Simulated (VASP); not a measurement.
Wanted: the native input for a VASP 6.6.1 run.

```yaml
Task: single point
Functional: PBE
Potentials_or_basis: VASP PAW PBE potentials, release 64 (Al, Ge_d, Ir)
Cutoff: 520 eV
k_mesh: 4 × 4 × 4
Occupations: gaussian, width 0.1 eV
Spin: no spin polarisation
Dipole_correction: no
Further_INCAR_settings: ALGO = Fast; EDIFF = 1e-06; NBANDS = 30
```

The structure of AlGeIr3 lies in POSCAR:

```
AlGeIr3
1.0
    4.4930793976      0.0000000000      0.0000000000
    0.0000000000      4.4930793976      0.0000000000
    0.0000000000      0.0000000000      4.4930793976
Al Ge Ir
1 1 3
Direct
    0.5000000000      0.5000000000      0.5000000000
    0.0000000000      0.0000000000      0.0000000000
    0.5000000000      0.5000000000      0.0000000000
    0.5000000000      0.0000000000      0.5000000000
    0.0000000000      0.5000000000      0.5000000000
```

One way to write it, as run:

INCAR

```
SYSTEM = AlGeIr3
PREC = Accurate
ENCUT = 520
EDIFF = 1E-6
ISMEAR = 0
SIGMA = 0.1
LREAL = .FALSE.
LASPH = .TRUE.
NELM = 80
ALGO = Fast
ISIF = 2
LWAVE = .FALSE.
LCHARG = .FALSE.
GGA = PE
NBANDS = 30
```

KPOINTS

```
Automatic mesh
0
G
  4 4 4
  0 0 0
```

Potentials or basis: VASP PAW PBE potentials, release 64 (Al, Ge_d, Ir).

The run is started by

```bash
$ cat potpaw_PBE.64/Al/POTCAR potpaw_PBE.64/Ge_d/POTCAR potpaw_PBE.64/Ir/POTCAR > POTCAR
$ mpirun -np 1 vasp_std > vasp.out
```

Results of the run:

```yaml
Pressure: 0.4 GPa
Band_gap_on_the_k_mesh: zero (band 22 reaches 6.42 eV, above the bottom of band 23 at 5.93 eV)
```

Caveat: spin-orbit coupling is left out, which moves the levels of the heavy elements.

It took 91 s on 1 thread of AMD EPYC 7R13, with other jobs on the host, peak memory 0.19 GiB.
